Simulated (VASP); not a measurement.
PbO2:

```
CELL_PARAMETERS angstrom
0.00000 2.64683 2.64683
2.64683 0.00000 2.64683
2.64683 2.64683 0.00000
ATOMIC_POSITIONS crystal
Pb 0.00000 0.00000 0.00000
O 0.75000 0.75000 0.75000
O 0.25000 0.25000 0.25000
```

This cell differs from its parent crystal: volume scaled by 0.94.

Base run:

```yaml
Program: VASP 6.6.1
Functional: PBEsol
Potentials_or_basis: VASP PAW PBE potentials, release 64 (Pb_d, O)
Cutoff: 520 eV
k_mesh: 9 × 9 × 9
Occupations: fermi-dirac, width 0.05 eV
Spin: no spin polarisation
```

Its results: band gap on the k mesh zero (band 13 reaches 6.25 eV, above the bottom of band 14 at 4.95 eV); pressure 3.7 GPa.

Problem. After a change of settings the same cell gave: band gap on the k mesh zero (band 13 reaches 6.12 eV, above the bottom of band 14 at 4.81 eV); pressure -1.0 GPa. Which change was it?
A. functional from PBEsol to PBE; further incar settings from ALGO = Normal; EDIFF = 1e-06; NBANDS = 20 to ALGO = Normal; EDIFF = 1e-07; NBANDS = 20
B. functional from PBEsol to r2SCAN; further incar settings from ALGO = Normal; EDIFF = 1e-06; NBANDS = 20 to ALGO = Normal; EDIFF = 1e-07; NBANDS = 20
C. functional from PBEsol to LDA; potentials or basis from VASP PAW PBE potentials, release 64 (Pb_d, O) to VASP PAW LDA potentials, release 64 (Pb_d, O)

Solution. C.

Caveats: spin-orbit coupling is left out, which moves the levels of the heavy elements; the PAW data sets were made with another functional, which shifts forces and pressure a little (some runs).
